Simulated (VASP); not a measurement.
Write the native input for VASP 6.6.1 that does the following.

```
Task                   : single point
Functional             : PBE
Potentials or basis    : VASP PAW PBE potentials, release 64 (Pd)
Cutoff                 : 520 eV
k mesh                 : 20 × 20 × 20
Occupations            : gaussian, width 0.15 eV
Spin                   : no spin polarisation
Dipole correction      : no
Further INCAR settings : ALGO = Normal; EDIFF = 1e-07; NBANDS = 11
```

The structure of Pd lies in POSCAR:

```
Pd
1.0
    0.0000000000      2.0226960000      1.9449000000
    2.0226960000      0.0000000000      1.9449000000
    2.0226960000      2.0226960000      0.0000000000
Pd
1
Direct
    0.0000000000      0.0000000000      0.0000000000
```

This cell differs from its parent crystal: strain +0.040 along x and y, +0.000 along z.

One way to write it, as run:

INCAR

```
PREC     = Accurate       # precision mode
ENCUT    = 520            # plane-wave cutoff, eV
EDIFF    = 1E-7           # SCF threshold, eV
ISMEAR   = 0              # smearing method
SIGMA    = 0.15           # smearing width, eV
LREAL    = False          # projectors in reciprocal space
LASPH    = True           # aspherical terms in the spheres
NELM     = 60             # most SCF steps
ALGO     = Normal         # electronic algorithm
ISIF     = 2              # what is computed and relaxed
LWAVE    = False          # write WAVECAR
LCHARG   = False          # write CHGCAR
GGA      = PE             # functional
NBANDS   = 11             # bands
```

KPOINTS

```
Automatic mesh
0
Gamma
  20 20 20
```

Potentials or basis: VASP PAW PBE potentials, release 64 (Pd).

Command:

```sh
$ cat potpaw_PBE.64/Pd/POTCAR > POTCAR
$ mpirun -np 1 vasp_std > vasp.out
```

Results of the run:

```
Pressure               : -5.8 GPa
Band gap on the k mesh : zero (bands 5 and 6 overlap by 1.50 eV)
```

Caveat: the cell differs from its parent crystal (strain +0.040 along x and y, +0.000 along z); the cell stands under tension.

It took 71 s on 1 thread of AMD EPYC 9R45 96-Core Processor (Zen 5) (shared host), peak memory 0.2 GiB.
